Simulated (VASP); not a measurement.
Cr: relaxation of cell and atoms with PBE

Crystal: Cr.

```
CELL_PARAMETERS angstrom
2.28504 0.00000 0.00000
-1.14252 1.97891 0.00000
0.00000 0.00000 2.03106
ATOMIC_POSITIONS crystal
Cr 0.00000 0.00000 0.00000
```

* Program: VASP 6.6.1
* Task: relaxation of cell and atoms
* Functional: PBE
* Potentials or basis: VASP PAW PBE potentials, release 64 (Cr_pv)
* Cutoff: 600 eV
* k mesh: 19 × 19 × 18
* Occupations: fermi-dirac, width 0.1 eV
* Spin: collinear spin, ferromagnetic start
* Starting moments: [2.0] μB
* Target pressure: 110 GPa
* Dipole correction: no
* Further INCAR settings: ALGO = Normal; EDIFF = 1e-06; IBRION = 2; EDIFFG = -0.005; NSW = 32; ISIF = 3

```json
{
  "Relaxed volume": "9.22 Å³/atom",
  "Relaxed cell": "a = 2.283 Å, b = 2.283 Å, c = 2.043 Å, α = 90.00°, β = 90.00°, γ = 120.00°",
  "Space group after relaxing (to 0.05 Å)": "P6/mmm (No. 191)",
  "Energy change on relaxing (the enthalpy is what falls)": "-25.9 meV/atom",
  "Ionic steps": "5",
  "Pressure after relaxing": "110.0 GPa",
  "Band gap on the k mesh": "zero (filled and empty bands overlap)",
  "Net moment": "0.00 μB per cell",
  "Valence electrons inside the program's atomic spheres": "Cr 11.80"
}
```

The path:
| step | energy change (eV) | largest force (eV/Å) | pressure (GPa) | volume (Å³) |
| --- | --- | --- | --- | --- |
| 1 | 0.0000 | 0.0000 | 112.57 | 9.18 |
| 2 | -0.1298 | 0.0000 | 99.71 | 9.38 |
| 3 | -0.0357 | 0.0000 | 109.10 | 9.24 |
| 4 | -0.0140 | 0.0000 | 110.96 | 9.20 |
| 5 | -0.0259 | 0.0000 | 110.03 | 9.22 |

Final structure:
```cif
data_structure
_symmetry_space_group_name_H-M 'P 1'
_symmetry_Int_Tables_number 1
_cell_length_a 2.2831
_cell_length_b 2.2831
_cell_length_c 2.0427
_cell_angle_alpha 90.000
_cell_angle_beta 90.000
_cell_angle_gamma 120.000
_cell_volume 9.22
loop_
_atom_site_label
_atom_site_type_symbol
_atom_site_fract_x
_atom_site_fract_y
_atom_site_fract_z
_atom_site_occupancy
Cr1 Cr 0.00000 0.00000 0.00000 1
```

Levels at points of the mesh, in eV from the Fermi level:
Spin up:
| k point | band 3 | band 4 | band 5 | band 6 | band 7 | band 8 | band 9 | band 10 |
| --- | --- | --- | --- | --- | --- | --- | --- | --- |
| (0.00, 0.00, 0.00) | -41.64 | -8.36 | -4.62 | -0.97 | -0.97 | 3.94 | 3.94 | 7.88 |
| (0.00, 0.00, 0.50) | -41.80 | -3.26 | 0.09 | 0.09 | 0.12 | 0.39 | 0.39 | 7.87 |
Spin down:
```
           k point  band 3  band 4  band 5  band 6  band 7  band 8  band 9  band 10
(0.00, 0.00, 0.00)  -41.64   -8.36   -4.62   -0.97   -0.97    3.94    3.94     7.88
(0.00, 0.00, 0.50)  -41.80   -3.26    0.09    0.09    0.12    0.39    0.39     7.87
```

Run time: 2.7 min on 1 thread of Intel(R) Xeon(R) Platinum 8488C (Sapphire Rapids) (shared host), peak memory 0.2 GiB.

Caveat: the starting moments collapsed, and a magnetic state may lie lower; the cell is relaxed towards a set pressure, so the enthalpy falls and the energy may rise.
